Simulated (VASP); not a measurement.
The system is Pd.

```
Pd
1.0
     0.00000    1.94650    1.94650
     1.94650    0.00000    1.94650
     1.94650    1.94650    0.00000
Pd
1
Direct
  0.00000 0.00000 0.00000
```

| Quantity | Value |
| --- | --- |
| Program | VASP 6.6.1 |
| Task | relaxation of cell and atoms |
| Functional | PBE |
| Potentials or basis | VASP PAW PBE potentials, release 64 (Pd) |
| Cutoff | 600 eV |
| k mesh | 14 × 14 × 14 |
| Occupations | tetrahedron |
| Spin | no spin polarisation |

At the start: pressure 7.2 GPa; volume 14.75 Å³/atom.

Task: Where does the relaxation end?

Result: Over 5 steps the energy falls by 12.5 meV/atom and the volume is 15.33 Å³/atom (+3.9 %); space group Fm-3m (No. 225, to 0.05 Å).

The path:
| step | energy change (eV) | largest force (eV/Å) | pressure (GPa) | volume (Å³) |
| --- | --- | --- | --- | --- |
| 1 | 0.0000 | 0.0000 | 7.21 | 14.75 |
| 2 | 0.0112 | 0.0000 | -8.07 | 16.21 |
| 3 | -0.0125 | 0.0000 | -0.07 | 15.34 |
| 4 | -0.0125 | 0.0000 | 0.06 | 15.33 |
| 5 | -0.0125 | 0.0000 | 0.04 | 15.33 |

Final structure:
```
CELL_PARAMETERS angstrom
0.00000 1.97152 1.97152
1.97152 0.00000 1.97152
1.97152 1.97152 0.00000
ATOMIC_POSITIONS crystal
Pd 0.00000 0.00000 0.00000
```
